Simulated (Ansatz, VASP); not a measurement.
# Two plane-wave programs on Be3CdO4

Contents of INCAR:

```
PREC = Accurate
ENCUT = 600
EDIFF = 1E-7
ISMEAR = 0
SIGMA = 0.02
LREAL = Auto
LASPH = True
NELM = 100
ALGO = Normal
ISIF = 3
LWAVE = False
LCHARG = False
GGA = PE
IBRION = 2
NSW = 100
EDIFFG = -0.01
```

Contents of KPOINTS:

```
Automatic mesh
0
Gamma
  12 12 4
```

POSCAR

```
Be3CdO4
1.0
    4.5758911049      0.0000000000      0.0000000000
   -2.2879455525      3.9628379418      0.0000000000
    0.0000000000      0.0000000000      8.7753479578
Be Cd O
6 2 8
Direct
    0.0000000000      0.0000000000      0.0000000000
    0.6666666667      0.3333333333      0.9314308594
    0.3333333333      0.6666666667      0.0685691406
    0.0000000000      0.0000000000      0.5000000000
    0.3333333333      0.6666666667      0.4314308594
    0.6666666667      0.3333333333      0.5685691406
    0.3333333333      0.6666666667      0.7500000000
    0.6666666667      0.3333333333      0.2500000000
    0.6654342934      0.6654342934      0.0000000000
    0.0000000000      0.3345657066      0.0000000000
    0.3345657066      0.0000000000      0.0000000000
    0.6654342934      0.6654342934      0.5000000000
    0.0000000000      0.3345657066      0.5000000000
    0.3345657066      0.0000000000      0.5000000000
    0.6666666667      0.3333333333      0.7500000000
    0.3333333333      0.6666666667      0.2500000000
```

Input for Ansatz:

```yaml
crystal:
  lattice:
    - [4.5758911049, 0.0, 0.0]
    - [-2.2879455525, 3.9628379418, 0.0]
    - [0.0, 0.0, 8.7753479578]
  atoms:
    - { symbol: Be, position: [0.0, 0.0, 0.0] }
    - { symbol: Be, position: [0.6666666667, 0.3333333333, 0.9314308594] }
    - { symbol: Be, position: [0.3333333333, 0.6666666667, 0.0685691406] }
    - { symbol: Be, position: [0.0, 0.0, 0.5] }
    - { symbol: Be, position: [0.3333333333, 0.6666666667, 0.4314308594] }
    - { symbol: Be, position: [0.6666666667, 0.3333333333, 0.5685691406] }
    - { symbol: Cd, position: [0.3333333333, 0.6666666667, 0.75] }
    - { symbol: Cd, position: [0.6666666667, 0.3333333333, 0.25] }
    - { symbol: O, position: [0.6654342934, 0.6654342934, 0.0] }
    - { symbol: O, position: [0.0, 0.3345657066, 0.0] }
    - { symbol: O, position: [0.3345657066, 0.0, 0.0] }
    - { symbol: O, position: [0.6654342934, 0.6654342934, 0.5] }
    - { symbol: O, position: [0.0, 0.3345657066, 0.5] }
    - { symbol: O, position: [0.3345657066, 0.0, 0.5] }
    - { symbol: O, position: [0.6666666667, 0.3333333333, 0.75] }
    - { symbol: O, position: [0.3333333333, 0.6666666667, 0.25] }
basis:
  ecutwfc: 420
kpoints:
  mp_grid: { grid: [12, 12, 4] }
hamiltonian:
  xc: pbe
scf:
  occupations: { method: gaussian, width: 0.02 }
output:
  forces: true
  stress: true
  eigenvalues: true
  write_density: true
  write_potential: true
  elf: true
  volumetric_format: npy
relax:
  adjacent_minimum: "off"
  f_tol: 0.01
  max_steps: 80
  cell: { stress_tol: 0.05 }
```

Alike in both runs: task relaxation of cell and atoms; functional PBE; k mesh 12 × 12 × 4; occupations gaussian, width 0.02 eV; no spin polarisation.

|  | VASP | Ansatz |
| --- | --- | --- |
| version | VASP 6.6.1 | Ansatz 0.2.0 |
| potentials or method | VASP PAW PBE potentials, release 64 (Be, Cd, O), cutoff 600 eV | scalar-relativistic, plane waves, PAW |
| valence electrons in the cell | 84 | 100 |

```csv
,VASP,Ansatz,Ansatz less VASP
"gap on the k mesh at the Fermi level, each at its own relaxed structure (eV)",0.54,0.56,+0.017
relaxed volume (Å³/atom),9.96,9.96,-0.008
relaxed length of the cell vector where the two differ most in proportion (Å),4.578,4.577,-0.0016
```

VASP's potentials hold 84 valence electrons a cell and Ansatz's 100, so a difference there can come from the potentials and not from the codes.
